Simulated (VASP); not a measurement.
# LiF (Fm-3m) in VASP: G0W0 quasiparticle levels with PBE

Aim: the G0W0 quasiparticle levels of LiF with PBE.

Program: VASP 6.6.1. These are calculated values, not measurements. Logs are shortened: lines on timing, memory, paths and dates and some standing lists are left out, and cuts for length are marked.

### 1 The cell of the first run

The structure is cubic, space group Fm-3m (No. 225). Conventional cell: a = 3.990 Å, b = 3.990 Å, c = 3.990 Å, α = 90.00°, β = 90.00°, γ = 90.00°. Li (site symmetry m-3m) has 6 F at 1.99 Å within 2.6 Å. F (site symmetry m-3m) has 6 Li at 1.99 Å within 2.6 Å.

### 2 G0W0 quasiparticle levels, PBE

File POSCAR:

```
LiF
1.0
    0.0000000000      1.9948691814      1.9948691814
    1.9948691814      0.0000000000      1.9948691814
    1.9948691814      1.9948691814      0.0000000000
Li F
1 1
Direct
    0.0000000000      0.0000000000      0.0000000000
    0.5000000000      0.5000000000      0.5000000000
```

File INCAR.step1:

```
PREC = Accurate
ENCUT = 500
EDIFF = 1E-8
ISMEAR = 0
SIGMA = 0.01
LREAL = F
LASPH = T
NELM = 60
ALGO = Normal
LWAVE = T
LCHARG = F
GGA = PE
```

File INCAR.step2:

```
PREC = Accurate
ENCUT = 500
EDIFF = 1E-8
ISMEAR = 0
SIGMA = 0.01
LREAL = F
LASPH = T
NELM = 1
ALGO = Exact
LWAVE = T
LCHARG = F
GGA = PE
NBANDS = 70
LOPTICS = T
ISTART = 1
```

File INCAR.step3:

```
PREC = Accurate
ENCUT = 500
EDIFF = 1E-8
ISMEAR = 0
SIGMA = 0.01
LREAL = F
LASPH = T
ALGO = EVGW0
LWAVE = F
LCHARG = F
GGA = PE
NELMGW = 1
NBANDS = 70
ENCUTGW = 150.0
NOMEGA = 96
PRECFOCK = Fast
ISTART = 1
NBANDSGW = 12
OMEGAMAX = 30
```

File KPOINTS:

```
regular mesh
0
Gamma
  6 6 6
```

Potentials or basis: VASP PAW PBE potentials, release 64 (Li_GW, F_GW).

Started as:

```console
$ cat potpaw_PBE.64/Li_GW/POTCAR potpaw_PBE.64/F_GW/POTCAR > POTCAR
$ cp INCAR.step1 INCAR
$ mpirun -np 1 vasp_std > vasp.out
$ cp INCAR.step2 INCAR
$ mpirun -np 1 vasp_std > vasp.out
$ cp INCAR.step3 INCAR
$ mpirun -np 1 vasp_std > vasp.out
```

OUTCAR:

```text
PREC = Accurate
   ENCUT = 500
   EDIFF = 1E-8
   ISMEAR = 0
   LREAL = F
   LASPH = T
   GGA = PE
   NELMGW = 1
   ENCUTGW = 150.0
   PRECFOCK = Fast
   ISTART = 1

 ion  position               nearest neighbor table
   1  0.000  0.000  0.000-   2 1.99   2 1.99   2 1.99   2 1.99   2 1.99   2 1.99
   2  0.500  0.500  0.500-   1 1.99   1 1.99   1 1.99   1 1.99   1 1.99   1 1.99

  LATTYP: Found a face centered cubic cell.
 ALAT       =     3.9897383628

  Lattice vectors:

 A1 = (   0.0000000000,   1.9948691814,   1.9948691814)
 A2 = (   1.9948691814,   0.0000000000,   1.9948691814)
 A3 = (   1.9948691814,   1.9948691814,   0.0000000000)

Analysis of symmetry for initial positions (statically):
=====================================================================
 Subroutine PRICEL returns:
 Original cell was already a primitive cell.

 Routine SETGRP: Setting up the symmetry group for a
 face centered cubic supercell.

 Subroutine GETGRP returns: Found 48 space group operations
 (whereof 48 operations were pure point group operations)
 out of a pool of 48 trial point group operations.

The static configuration has the point symmetry O_h .

Analysis of symmetry for dynamics (positions and initial velocities):
=====================================================================
 Subroutine PRICEL returns:
 Original cell was already a primitive cell.

 Routine SETGRP: Setting up the symmetry group for a
 face centered cubic supercell.

 Subroutine GETGRP returns: Found 48 space group operations
 (whereof 48 operations were pure point group operations)
 out of a pool of 48 trial point group operations.

The dynamic configuration has the point symmetry O_h .

 Subroutine INISYM returns: Found 48 space group operations
 (whereof 48 operations are pure point group operations),
 and found     1 'primitive' translations

----------------------------------------------------------------------------------------

                                     Primitive cell

  volume of cell :      15.8772

  direct lattice vectors                    reciprocal lattice vectors
     0.000000000  1.994869181  1.994869181    -0.250643002  0.250643002  0.250643002
     1.994869181  0.000000000  1.994869181     0.250643002 -0.250643002  0.250643002
     1.994869181  1.994869181  0.000000000     0.250643002  0.250643002 -0.250643002

  length of vectors
     2.821171051  2.821171051  2.821171051     0.434126414  0.434126414  0.434126414

  position of ions in fractional coordinates (direct lattice)
     0.000000000  0.000000000  0.000000000
     0.500000000  0.500000000  0.500000000

  ion indices of the primitive-cell ions
   primitive index   ion index
                 1           1
                 2           2

----------------------------------------------------------------------------------------

 KPOINTS: regular mesh

Automatic generation of k-mesh.
 Grid dimensions read from file:
 generate k-points for:    6    6    6

 Generating k-lattice:

  Cartesian coordinates                     Fractional coordinates (reciprocal lattice)
    -0.041773834  0.041773834  0.041773834     0.166666667  0.000000000  0.000000000
     0.041773834 -0.041773834  0.041773834     0.000000000  0.166666667  0.000000000
     0.041773834  0.041773834 -0.041773834     0.000000000  0.000000000  0.166666667

  Length of vectors
     0.072354402  0.072354402  0.072354402

  Shift w.r.t. Gamma in fractional coordinates (k-lattice)
     0.000000000  0.000000000  0.000000000

 Subroutine IBZKPT returns following result:
 ===========================================

 Found     16 irreducible k-points:

 Following reciprocal coordinates:
            Coordinates               Weight
  0.000000  0.000000  0.000000      1.000000
  0.166667  0.000000  0.000000      8.000000
  0.333333  0.000000  0.000000      8.000000
  0.500000  0.000000  0.000000      4.000000
  0.166667  0.166667  0.000000      6.000000
  0.333333  0.166667  0.000000     24.000000
[... 8 lines left out ...]
 -0.333333  0.333333  0.166667     24.000000
 -0.333333  0.500000  0.166667     12.000000
   k-points           NKPTS =     16   k-points in BZ     NKDIM =    216   number of bands    NBANDS=     70
   number of dos      NEDOS =    301   number of ions     NIONS =      2
   total plane-waves  NPLWV =  13824
   dimension x,y,z NGX =    24 NGY =   24 NGZ =   24
   dimension x,y,z NGXF=    48 NGYF=   48 NGZF=   48
   ions per type =               1   1
   NGX,Y,Z   is equivalent  to a cutoff of  14.14, 14.14, 14.14 a.u.
   NGXF,Y,Z  is equivalent  to a cutoff of  28.29, 28.29, 28.29 a.u.
 SYSTEM =  unknown system
   PREC   = accura    normal or accurate (medium, high low for compatibility)
   ISTART =      1    job   : 0-new  1-cont  2-samecut
   ICHARG =      0    charge: 1-file 2-atom 10-const
   ISPIN  =      1    spin polarized calculation?
   LNONCOLLINEAR =      F non collinear calculations
   LSORBIT =      F    spin-orbit coupling
   LASPH  =      T    aspherical Exc in radial PAW
   ENCUT  =  500.0 eV  36.75 Ry    6.06 a.u.   5.14  5.14  5.14*2*pi/ulx,y,z
   NELM   =     60;   NELMIN=  2; NELMDL=  0     # of ELM steps
   EDIFF  = 0.1E-07   stopping-criterion for ELM
   LREAL  =      F    real-space projection
   EDIFFG = 0.1E-06   stopping-criterion for IOM
   NSW    =      0    number of steps for IOM
   IBRION =     -1    ionic relax: 0-MD 1-quasi-New 2-CG
   NFREE  =      0    steps in history (QN), initial steepest desc. (CG)
   ISIF   =      0    stress and relaxation
   ISYM   =      3    0-nonsym 1-usesym 2-fastsym
   POTIM  = 0.5000    time-step for ionic-motion
   TEBEG  =    0.0;   TEEND  =   0.0 temperature during run
   PSTRESS=    0.0 pullay stress
   NELECT =       8.0000    total number of electrons
   NUPDOWN=      -1.0000    fix difference up-down
   EMIN   =  10.00;   EMAX   =-10.00  energy-range for DOS
   EFERMI =   0.00;   METHOD = LEGACY
   ISMEAR =     0;   SIGMA  =   0.01  broadening in eV -4-tet -1-fermi 0-gaus
   EFERMI_NEDOS =   21; number of points for ismear=-14 and -15
   IALGO  =     38    algorithm
   IMIX   =      4    mixing-type and parameters
     AMIX     =   0.40;   BMIX     =  1.00
     AMIX_MAG =   1.60;   BMIX_MAG =  1.00
  volume/ion in A,a.u.               =       7.94        53.57
  Fermi-wavevector in a.u.,A,eV,Ry     =   1.302708  2.461761 23.089741  1.697048
  Thomas-Fermi vector in A             =   2.433758
   LORBIT       =      0    0 simple, 1 ext, 2 COOP (PROOUT), +10 PAW based schemes
   GGA     = PE    functional components
   LHFCALC =     T    Hartree Fock is set to
   PRECFOCK=fast      Normal, Fast or Accurate (Low or Medium for compatibility)
   ENCUT4O =  -1.0   cutoff for four orbital integrals eV
   NKREDX  =     1    reduce k-point grid by
   NKREDY  =     1    reduce k-point grid by
   NKREDZ  =     1    reduce k-point grid by
   AEXX    =    1.0000 exact exchange contribution
   HFSCREEN=    0.0000 screening length (either q_TF or 0.3 A-1)
   HFSCREENC=   0.0000 screening length for correlation (either q_TF or 0.3 A-1)
   ENCUTFOCK=  -1.0 apply spherical cutoff to Coloumb kernel
   IVDW    =     0    specifies the selected vdW correction
   LEPSILON=     F    determine dielectric tensor
   LRPA    =     F    only Hartree local field effects (RPA)
   LRPAFORCE           =     F    calculate RPA forces
   ENCUTGW             = 150.0    cutoff for response function in eV
   ENCUTGWSOFT         = 120.0    soft cutoff for Coulomb kernel in GW response function in eV
   ENCUTLF             =  -1.0    cutoff for local field effects
   NELMGW              =     1    number of iterations in solving QP/BSE equation
   NELMHF              =     1    number of iterations in the inner HF iteration
   NKREDLFX            =     1    NKREDLFY  =   1   NKREDLFZ  =   1
 non-spin polarized calculation
 Gauss-broadening in eV      SIGMA  =   0.01
  energy-cutoff  :      500.00
  volume of cell :       15.88
 maximum number of plane-waves:       419
 NGX is ok and might be reduce to    24
  NGX = 12; NGY = 12; NGZ = 12
   NGX = 11   NGY = 11   NGZ = 11
 maximum number of plane-waves:        72

 QP shifts <psi_nk| G(iteration)W_0 |psi_nk>: iteration 1
 for sc-GW calculations column KS-energies equals QP-energies in previous step
 and V_xc(KS)=  KS-energies - (<T + V_ion + V_H > + <T+V_H+V_ion>^1  + <V_x>^1)

 k-point   1 :       0.0000    0.0000    0.0000
  band No.  KS-energies  QP-energies   sigma(KS)   V_xc(KS)     V^pw_x(r,r')   Z            occupation Imag(sigma)

      1     -23.2013     -27.3688     -27.7138     -22.2940     -36.5050       0.7689       2.0000       1.0261
      2      -3.0932      -5.7255     -26.1465     -22.9322     -30.7126       0.8189       2.0000       0.0634
      3      -3.0932      -5.7255     -26.1465     -22.9322     -30.7126       0.8189       2.0000       0.0634
      4      -3.0932      -5.7255     -26.1465     -22.9322     -30.7126       0.8189       2.0000       0.0634
      5       6.2174       7.9157      -8.5960     -10.5129      -5.5192       0.8859       0.0000      -0.0489
      6      21.2304      23.7909      -5.5202      -8.5003      -1.5829       0.8592       0.0000      -0.1234
      7      21.2304      23.7909      -5.5202      -8.5003      -1.5829       0.8592       0.0000      -0.1234
      8      21.2304      23.7909      -5.5202      -8.5003      -1.5829       0.8592       0.0000      -0.1234
      9      21.5199      23.2581      -6.4831      -8.4852      -2.6606       0.8682       0.0000      -0.1393
     10      21.5199      23.2581      -6.4831      -8.4852      -2.6606       0.8682       0.0000      -0.1393
     11      21.5199      23.2581      -6.4831      -8.4852      -2.6606       0.8682       0.0000      -0.1393
     12      24.7228      25.6540      -5.6066      -6.7085      -1.0960       0.8451       0.0000      -0.5158

 k-point   2 :       0.1667    0.0000    0.0000
  band No.  KS-energies  QP-energies   sigma(KS)   V_xc(KS)     V^pw_x(r,r')   Z            occupation Imag(sigma)
[... 225 lines left out ...]
      1     -22.4322     -26.4353     -28.6937     -23.2947     -37.3995       0.7414       2.0000       0.8684
      2      -5.7678      -8.8683     -22.7273     -18.8958     -27.0733       0.8092       2.0000       0.0829
      3      -4.7267      -7.6686     -24.0160     -20.3926     -28.4477       0.8119       2.0000       0.0736
      4      -3.9801      -6.8125     -25.1301     -21.6534     -29.6570       0.8147       2.0000       0.0682
      5      12.0463      14.5639     -10.6580     -13.5856      -7.4980       0.8600       0.0000      -0.0630
      6      12.5445      14.6475      -8.5792     -10.9915      -5.3104       0.8718       0.0000      -0.0606
      7      14.6236      16.7777      -6.5393      -8.9963      -2.9644       0.8767       0.0000      -0.0656
      8      16.7243      19.0773      -7.6974     -10.4344      -4.0507       0.8597       0.0000      -0.0745
      9      21.2145      23.2961      -6.5347      -8.9848      -2.5418       0.8496       0.0000      -0.1443
     10      29.0296      31.0122      -6.0798      -8.3345      -1.7597       0.8793       0.0000      -0.5383
     11      31.4395      34.4362      -8.2652     -11.4260      -3.8136       0.9481       0.0000      -0.9337
     12      35.5878      38.7263      -8.4706     -11.9130      -3.9142       0.9117       0.0000      -1.0397
```

Wall time 3.8 min (1 thread of Intel Xeon 8259CL, shared host); peak memory 0.29 GiB.

What came out:

```
Quasiparticle gap                                   : 13.64 eV
Least direct quasiparticle gap                      : 13.64 eV
Band gap of the starting levels on the mesh         : 9.31 eV
Least direct gap of the starting levels on the mesh : 9.31 eV
```

Caveat: the k points lie up to 0.45 Å⁻¹ apart; bands, screening cutoff and mesh are small and nothing is extrapolated, so the quasiparticle values aren't converged.
